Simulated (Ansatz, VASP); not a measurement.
**H3CCl: VASP beside Ansatz**

```
CELL_PARAMETERS angstrom
9.02872 0.00000 0.00000
0.00000 9.02872 0.00000
0.00000 0.00000 9.02872
ATOMIC_POSITIONS crystal
C 0.66288 0.51061 0.01095
C 0.40809 0.11763 0.64180
C 0.73071 0.82555 0.69687
C 0.95981 0.01900 0.30041
C 0.04675 0.49708 0.21428
C 0.93303 0.27955 0.75575
C 0.38356 0.56948 0.55700
C 0.49553 0.99382 0.15824
Cl 0.61954 0.40776 0.17517
Cl 0.28990 0.10145 0.80060
Cl 0.87269 0.68860 0.71983
Cl 0.14324 0.06046 0.36396
Cl 0.01729 0.47859 0.40973
Cl 0.88334 0.15196 0.90028
Cl 0.33043 0.70565 0.69143
Cl 0.58366 0.88546 0.30049
H 0.62340 0.62410 0.02542
H 0.78265 0.50992 0.99512
H 0.60832 0.45790 0.91657
H 0.41188 0.01039 0.58515
H 0.36158 0.20248 0.56869
H 0.51842 0.15070 0.68000
H 0.62331 0.77016 0.68839
H 0.73318 0.89925 0.79308
H 0.75447 0.88798 0.59568
H 0.94280 0.07526 0.19457
H 0.95043 0.89893 0.28745
H 0.88038 0.05908 0.38245
H 0.02231 0.61210 0.18382
H 0.16198 0.46893 0.18878
H 0.97116 0.42126 0.15759
H 0.84217 0.35867 0.74226
H 0.03504 0.33600 0.78873
H 0.95211 0.21646 0.65400
H 0.33917 0.46237 0.59193
H 0.33587 0.60141 0.45057
H 0.50450 0.56569 0.54997
H 0.43791 0.08625 0.21101
H 0.58101 0.03452 0.08271
H 0.41619 0.92274 0.10068
```

Alike in both runs: functional PBE; dispersion D3(BJ); k mesh 1 × 1 × 1; occupations fermi-dirac, width 0.05 eV; no spin polarisation.

Ansatz relaxed the structure, and its values are those at the end. VASP's run is a single point on that final structure, the one shown.

```csv
,VASP,Ansatz
version,VASP 6.6.1,Ansatz 0.2.0
potentials or method,"VASP PAW PBE potentials, release 64 (C, Cl, H), cutoff 520 eV","scalar-relativistic, plane waves, PAW"
valence electrons in the cell,112,112
```

```csv
,VASP,Ansatz,Ansatz less VASP
rms of the force components (eV/Å),0.045,0.027,-0.0171
```
